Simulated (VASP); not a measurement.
Al5O3:

```
CELL_PARAMETERS angstrom
2.66004 0.00000 0.00000
0.00000 2.66004 0.00000
0.00000 0.00000 13.55341
ATOMIC_POSITIONS crystal
Al 0.00000 0.00000 0.24224
Al 0.00000 0.00000 0.75776
Al 0.00000 0.00000 0.00000
Al 0.50000 0.50000 0.39184
Al 0.50000 0.50000 0.60816
O 0.50000 0.50000 0.08266
O 0.50000 0.50000 0.91734
O 0.00000 0.00000 0.50000
```

```yaml
Program: VASP 6.6.1
Task: relaxation of cell and atoms
Functional: PBE
Potentials_or_basis: VASP PAW PBE potentials, release 64 (Al, O)
Cutoff: 600 eV
k_mesh: 14 × 14 × 4
Occupations: gaussian, width 0.1 eV
Spin: no spin polarisation
```

At the start: pressure 0.2 GPa; volume 11.99 Å³/atom.

Task: Where does the relaxation end?

Result: Over 14 steps the energy falls by 16.1 meV/atom and the volume is 12.14 Å³/atom (+1.3 %); space group P4/mmm (No. 123, to 0.05 Å).

The path:
```csv
step,energy change (eV),largest force (eV/Å),pressure (GPa),volume (Å³)
1,0.0000,0.4230,0.23,95.90
2,-0.0653,0.3952,0.14,96.13
3,-0.0830,0.5848,0.18,96.26
4,-0.1211,0.1598,0.54,96.59
5,-0.1234,0.1539,0.69,96.70
6,-0.1268,0.0655,-0.33,97.58
7,-0.1268,0.0701,-0.28,97.52
8,-0.1281,0.0463,-0.13,97.34
9,-0.1286,0.0527,0.20,96.94
10,-0.1288,0.0269,0.10,97.06
11,-0.1291,0.0180,-0.03,97.12
12,-0.1291,0.0198,-0.01,97.11
13,-0.1291,0.0161,-0.02,97.10
14,-0.1291,0.0037,-0.02,97.11
```

Final structure:
```xyz
8
Lattice="2.6289 0.0000 0.0000 0.0000 2.6289 0.0000 0.0000 0.0000 14.0511" Properties=species:S:1:pos:R:3 pbc="T T T"
Al    0.0000    2.6289    3.3019
Al    0.0000    0.0000   10.7492
Al    0.0000    0.0000    0.0000
Al    1.3144    1.3144    5.5379
Al    1.3144    1.3144    8.5132
O     1.3144    1.3144    1.1159
O     1.3144    1.3144   12.9351
O     0.0000    0.0000    7.0255
```

Caveat: an odd number of electrons without spin polarisation forces a metal; a magnetic or distorted state may lie lower.
